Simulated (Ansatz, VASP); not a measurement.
**CuAu3 in VASP and in Ansatz**

```
CELL_PARAMETERS angstrom
4.01360 0.00000 0.00000
0.00000 4.01360 0.00000
0.00000 0.00000 4.01360
ATOMIC_POSITIONS crystal
Cu 0.00000 0.00000 0.00000
Au 0.00000 0.50000 0.50000
Au 0.50000 0.00000 0.50000
Au 0.50000 0.50000 0.00000
```

Alike in both runs: task single point; functional PBEsol; k mesh 10 × 10 × 10; occupations gaussian, width 0.1 eV; no spin polarisation.

|  | VASP | Ansatz |
| --- | --- | --- |
| version | VASP 6.6.1 | Ansatz 0.2.0 |
| potentials or method | VASP PAW PBE potentials, release 64 (Cu, Au), cutoff 520 eV | scalar-relativistic, plane waves, PAW |
| valence electrons in the cell | 44 | 76 |

|  | VASP | Ansatz | Ansatz less VASP |
| --- | --- | --- | --- |
| gap on the k mesh at the Fermi level (eV) | none | none | - |
| pressure (GPa) | -4.7 | -4.6 | +0.13 |

VASP's potentials were made for PBE, not for PBEsol. A gap of «none» marks a metal or a gap that the smearing closes. With one functional, cell and mesh, what is left measures potentials, basis and numerics. VASP's potentials hold 44 valence electrons a cell and Ansatz's 76, so a difference there can come from the potentials and not from the codes.

Neither program's run includes spin-orbit coupling.
